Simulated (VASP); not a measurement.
# Ge (P6_3/mmc) in VASP: further runs, part 2 of 2

VASP 6.6.1.

## Step 5: Single point, PBE (equal strain along all axes, cell held: -4.5 %, then relaxed in part)

Input file INCAR:

```
ALGO = Normal
EDIFF = 1E-6
ENCUT = 520
GGA = PE
ISIF = 2
ISMEAR = 0
LASPH = True
LCHARG = False
LREAL = False
LWAVE = False
NBANDS = 36
NELM = 100
PREC = Accurate
SIGMA = 0.1
```

Input file KPOINTS:

```
k-points
0
Gamma
  15 15 8
```

Input file POSCAR:

```
Ge
1.0
    3.8755396563      0.0000000000      0.0000000000
   -1.9377698282      3.3563157957      0.0000000000
    0.0000000000      0.0000000000      6.3913644225
Ge
4
Direct
    0.6666666667      0.3333333333      0.0630662146
    0.3333333333      0.6666666667      0.5630662146
    0.6666666667      0.3333333333      0.4369337854
    0.3333333333      0.6666666667      0.9369337854
```

Potentials or basis: VASP PAW PBE potentials, release 64 (Ge_d).

Command:

```sh
cat potpaw_PBE.64/Ge_d/POTCAR > POTCAR
mpirun -np 1 vasp_std > vasp.out
```

OUTCAR:

```text
EDIFF = 1E-6
   ENCUT = 520
   GGA = PE
   ISIF = 2
   ISMEAR = 0
   LASPH = True
   LREAL = False
   NELM = 100
   PREC = Accurate

 ion  position               nearest neighbor table
   1  0.667  0.333  0.063-   4 2.38   4 2.38   4 2.38   3 2.39
   2  0.333  0.667  0.563-   3 2.38   3 2.38   3 2.38   4 2.39
   3  0.667  0.333  0.437-   2 2.38   2 2.38   2 2.38   1 2.39
   4  0.333  0.667  0.937-   1 2.38   1 2.38   1 2.38   2 2.39

  LATTYP: Found a hexagonal cell.
 ALAT       =     3.8755396563
 C/A-ratio  =     1.6491546957

  Lattice vectors:

 A1 = (   3.8755396563,   0.0000000000,   0.0000000000)
 A2 = (  -1.9377698282,   3.3563157957,   0.0000000000)
 A3 = (   0.0000000000,   0.0000000000,   6.3913644225)

Analysis of symmetry for initial positions (statically):
=====================================================================
 Subroutine PRICEL returns:
 Original cell was already a primitive cell.

 Routine SETGRP: Setting up the symmetry group for a
 hexagonal supercell.

 Subroutine GETGRP returns: Found 24 space group operations
 (whereof 12 operations were pure point group operations)
 out of a pool of 24 trial point group operations.

The static configuration has the point symmetry D_3d.
 The point group associated with its full space group is D_6h.

Analysis of symmetry for dynamics (positions and initial velocities):
=====================================================================
 Subroutine PRICEL returns:
 Original cell was already a primitive cell.

 Routine SETGRP: Setting up the symmetry group for a
 hexagonal supercell.

 Subroutine GETGRP returns: Found 24 space group operations
 (whereof 12 operations were pure point group operations)
 out of a pool of 24 trial point group operations.

The dynamic configuration has the point symmetry D_3d.
 The point group associated with its full space group is D_6h.

 Subroutine INISYM returns: Found 24 space group operations
 (whereof 12 operations are pure point group operations),
 and found     1 'primitive' translations

----------------------------------------------------------------------------------------

                                     Primitive cell

  volume of cell :      83.1359

  direct lattice vectors                    reciprocal lattice vectors
     3.875539656  0.000000000  0.000000000     0.258028581  0.148972871  0.000000000
    -1.937769828  3.356315796  0.000000000     0.000000000  0.297945742  0.000000000
     0.000000000  0.000000000  6.391364422     0.000000000  0.000000000  0.156461114

  length of vectors
     3.875539656  3.875539656  6.391364422     0.297945742  0.297945742  0.156461114

  position of ions in fractional coordinates (direct lattice)
     0.666666667  0.333333333  0.063066215
     0.333333333  0.666666667  0.563066215
     0.666666667  0.333333333  0.436933785
     0.333333333  0.666666667  0.936933785

  ion indices of the primitive-cell ions
   primitive index   ion index
                 1           1
                 2           2
                 3           3
                 4           4

----------------------------------------------------------------------------------------

 KPOINTS: k-points

Automatic generation of k-mesh.
 Grid dimensions read from file:
 generate k-points for:   15   15    8

 Generating k-lattice:

  Cartesian coordinates                     Fractional coordinates (reciprocal lattice)
     0.017201905  0.009931525  0.000000000     0.066666667  0.000000000  0.000000000
     0.000000000  0.019863049  0.000000000     0.000000000  0.066666667  0.000000000
     0.000000000  0.000000000  0.019557639     0.000000000  0.000000000  0.125000000

  Length of vectors
     0.019863049  0.019863049  0.019557639

  Shift w.r.t. Gamma in fractional coordinates (k-lattice)
     0.000000000  0.000000000  0.000000000

 Subroutine IBZKPT returns following result:
 ===========================================

 Found    135 irreducible k-points:

 Following reciprocal coordinates:
            Coordinates               Weight
  0.000000  0.000000  0.000000      1.000000
  0.066667  0.000000  0.000000      6.000000
  0.133333  0.000000  0.000000      6.000000
  0.200000  0.000000  0.000000      6.000000
  0.266667  0.000000  0.000000      6.000000
  0.333333  0.000000  0.000000      6.000000
[... 16 lines left out ...]
  0.333333  0.200000  0.000000     12.000000
  0.400000  0.200000  0.000000      6.000000
 [... further k-points ...]
   k-points           NKPTS =    135   k-points in BZ     NKDIM =    135   number of bands    NBANDS=     36
   number of dos      NEDOS =    301   number of ions     NIONS =      4
   total plane-waves  NPLWV =  43200
   dimension x,y,z NGX =    30 NGY =   30 NGZ =   48
   dimension x,y,z NGXF=    60 NGYF=   60 NGZF=   96
   ions per type =               4
   NGX,Y,Z   is equivalent  to a cutoff of  12.87, 12.87, 12.49 a.u.
   NGXF,Y,Z  is equivalent  to a cutoff of  25.74, 25.74, 24.97 a.u.
 SYSTEM =  unknown system
   PREC   = accura    normal or accurate (medium, high low for compatibility)
   ISTART =      0    job   : 0-new  1-cont  2-samecut
   ICHARG =      2    charge: 1-file 2-atom 10-const
   ISPIN  =      1    spin polarized calculation?
   LNONCOLLINEAR =      F non collinear calculations
   LSORBIT =      F    spin-orbit coupling
   LASPH  =      T    aspherical Exc in radial PAW
   ENCUT  =  520.0 eV  38.22 Ry    6.18 a.u.   7.21  7.21 11.88*2*pi/ulx,y,z
   NELM   =    100;   NELMIN=  2; NELMDL= -5     # of ELM steps
   EDIFF  = 0.1E-05   stopping-criterion for ELM
   LREAL  =      F    real-space projection
[... 7 lines left out ...]
   TEBEG  =    0.0;   TEEND  =   0.0 temperature during run
   PSTRESS=    0.0 pullay stress
   NELECT =      56.0000    total number of electrons
   NUPDOWN=      -1.0000    fix difference up-down
   EMIN   =  10.00;   EMAX   =-10.00  energy-range for DOS
   EFERMI =   0.00;   METHOD = LEGACY
   ISMEAR =     0;   SIGMA  =   0.10  broadening in eV -4-tet -1-fermi 0-gaus
   EFERMI_NEDOS =   21; number of points for ismear=-14 and -15
   IALGO  =     38    algorithm
   IMIX   =      4    mixing-type and parameters
     AMIX     =   0.40;   BMIX     =  1.00
     AMIX_MAG =   1.60;   BMIX_MAG =  1.00
  volume/ion in A,a.u.               =      20.78       140.26
  Fermi-wavevector in a.u.,A,eV,Ry     =   1.435075  2.711899 28.020392  2.059441
  Thomas-Fermi vector in A             =   2.554414
   LORBIT       =      0    0 simple, 1 ext, 2 COOP (PROOUT), +10 PAW based schemes
   GGA     = PE    functional components
   LHFCALC =     F    Hartree Fock is set to
   AEXX    =    0.0000 exact exchange contribution
   IVDW    =     0    specifies the selected vdW correction
   LEPSILON=     F    determine dielectric tensor
   LRPA    =     F    only Hartree local field effects (RPA)
 non-spin polarized calculation
 Gauss-broadening in eV      SIGMA  =   0.10
  energy-cutoff  :      520.00
  volume of cell :       83.14
 maximum number of plane-waves:      2259
 NGX is ok and might be reduce to    30
   NGX = 15   NGY = 15   NGZ = 23

 number of electron      55.9999950 magnetization

 Free energy of the ion-electron system (eV)
  ---------------------------------------------------
  ext. energy  EPLUGINS =         0.00000000
  ---------------------------------------------------
  free energy    TOTEN  =       -17.62129723 eV

  energy without entropy =      -17.62109518  energy(sigma->0) =      -17.62119621

 E-fermi :   6.0953     XC(G=0): -10.3339

 val. band max:        6.0743472677   @ k =   0.0000   0.0000   0.0000
 cond. band min:       6.1001637812   @ k =   0.0000   0.0000   0.0000
 fundamental gap:      0.0258165135
 Fermi energy:         6.0952867250

 k-point     1 :       0.0000    0.0000    0.0000
  band No.  band energies     occupation
      1     -19.1416      2.00000
      2     -19.1416      2.00000
      3     -19.0955      2.00000
      4     -19.0916      2.00000
      5     -19.0916      2.00000
      6     -19.0808      2.00000
[... 28 lines left out ...]
     35      10.6690      0.00000
     36      12.2175      0.00000
[... 866 lines left out ...]
      6     -18.9966      2.00000
[... 28 lines left out ...]
     35      13.4953      0.00000
     36      13.7850      0.00000

 [... further k-points ...]

------------------------ aborting loop because EDIFF is reached ----------------------------------------

  FORCE on cell =-STRESS in cart. coord.  units (eV):
  Direction    XX          YY          ZZ          XY          YZ          ZX
  --------------------------------------------------------------------------------------
  -------------------------------------------------------------------------------------
  Total        5.7665808      5.7665808      6.0031312     -0.0000000      0.0000000     -0.0000000
  in kB      111.1323201    111.1323201    115.6910691     -0.0000000      0.0000000     -0.0000000
  external PRESSURE =     112.6519031 kB  Pullay stress =       0.0000000 kB

 VOLUME and BASIS-vectors are now :
 -----------------------------------------------------------------------------
  energy-cutoff  :      520.00
  volume of cell :       83.14
      direct lattice vectors                 reciprocal lattice vectors
     3.875539656  0.000000000  0.000000000     0.258028581  0.148972871  0.000000000
    -1.937769828  3.356315796  0.000000000     0.000000000  0.297945742  0.000000000
     0.000000000  0.000000000  6.391364422     0.000000000  0.000000000  0.156461114

 POSITION                                       TOTAL-FORCE (eV/Angst)
 -----------------------------------------------------------------------------------
      1.93777      1.11877      0.40308        -0.000000      0.000000      0.001582
     -0.00000      2.23754      3.59876         0.000000     -0.000000      0.001582
      1.93777      1.11877      2.79260        -0.000000      0.000000     -0.001582
     -0.00000      2.23754      5.98829         0.000000     -0.000000     -0.001582
 -----------------------------------------------------------------------------------
    total drift:                               -0.000000      0.000000      0.000000

  FREE ENERGIE OF THE ION-ELECTRON SYSTEM (eV)
  ---------------------------------------------------
  free  energy   TOTEN  =       -17.6212972346 eV

  energy  without entropy=      -17.6210951816  energy(sigma->0) =      -17.62119621
```

stdout:

```text
POSCAR found type information on POSCAR Ge
 POSCAR found :  1 types and       4 ions
 scaLAPACK will be used
 LDA part: xc-table for (Slater+PW92), standard interpolation
 POSCAR, INCAR and KPOINTS ok, starting setup
 FFT: planning ... GRIDC
 FFT: planning ... GRID_SOFT
 FFT: planning ... GRID
 WAVECAR not read
 entering main loop
```

Run time: 6.9 min. Hardware: 1 thread of Oxide Virtual Turin-like, shared host; peak memory 0.35 GiB.

Results:

```
Free energy            : -17.6213 eV
Pressure               : 11.3 GPa
Band gap on the k mesh : 0.03 eV, direct
```

Stress tensor (GPa, compression positive):
```
11.11  0.00  0.00
 0.00 11.11  0.00
 0.00  0.00 11.57
```

Caveat: the cell differs from its parent crystal (equal strain along all axes, cell held: -4.5 %, then relaxed in part). A k mesh can miss the band edges.

## Step 6: Summary

```tsv
cell	gap on the mesh (eV)	pressure (GPa)
a = 3.997, b = 3.997, c = 6.592 Å, angles 90.0, 90.0, 120.0°, 4 atoms	none	2.9
a = 4.058, b = 4.058, c = 6.693 Å, angles 90.0, 90.0, 120.0°, 4 atoms	none	-0.1
a = 4.119, b = 4.119, c = 6.793 Å, angles 90.0, 90.0, 120.0°, 4 atoms	none	-2.4
a = 3.876, b = 3.876, c = 6.391 Å, angles 90.0, 90.0, 120.0°, 4 atoms	0.03	11.3
```

Alike in all rows: task single point; level PBE; potentials or basis VASP PAW PBE potentials, release 64 (Ge_d); no spin polarisation; k mesh 15 × 15 × 8; cutoff (eV) 520; smearing gaussian 0.1 eV.

Total energies depend on the potentials used, so only differences within one code and one set of settings carry meaning.
